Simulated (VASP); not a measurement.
Write the native input for VASP 6.6.1 that does the following.

* Task: relaxation of cell and atoms
* Functional: PBE
* Potentials or basis: VASP PAW PBE potentials, release 64 (Ca_sv)
* Cutoff: 600 eV
* k mesh: 18 × 18 × 18
* Occupations: gaussian, width 0.1 eV
* Spin: no spin polarisation
* Dipole correction: no
* Further INCAR settings: ALGO = Normal; EDIFF = 1e-07; IBRION = 2; EDIFFG = -0.01; NSW = 100; ISIF = 3

The structure of Ca lies in POSCAR:

```
Ca
1.0
   -2.1923479330      2.1923479330      2.1923479330
    2.1923479330     -2.1923479330      2.1923479330
    2.1923479330      2.1923479330     -2.1923479330
Ca
1
Direct
    0.0000000000      0.0000000000      0.0000000000
```

This isn't the form of Ca at room conditions, which is fcc.

These files were run (other wordings do the same):

INCAR

```
SYSTEM = Ca
PREC = Accurate
ENCUT = 600
EDIFF = 1E-7
ISMEAR = 0
SIGMA = 0.1
LREAL = .FALSE.
LASPH = .TRUE.
NELM = 80
ALGO = Normal
ISIF = 3
LWAVE = .FALSE.
LCHARG = .FALSE.
GGA = PE
IBRION = 2
NSW = 100
EDIFFG = -0.01
```

KPOINTS

```
regular mesh
0
G
  18 18 18
  0 0 0
```

Potentials or basis: VASP PAW PBE potentials, release 64 (Ca_sv).

Run with:

```sh
$ cat potpaw_PBE.64/Ca_sv/POTCAR > POTCAR
$ mpirun -np 1 vasp_std > vasp.out
```

Results of the run:

```
Pressure after relaxing : 0.0 GPa
Band gap on the k mesh  : zero (bands 5 and 6 overlap by 0.29 eV)
```

Caveat: the relaxation stopped at its first step, so nothing moved.

Run time: 2.4 min on 1 thread of Intel Xeon 8259CL, with other jobs on the host, peak memory 0.24 GiB.
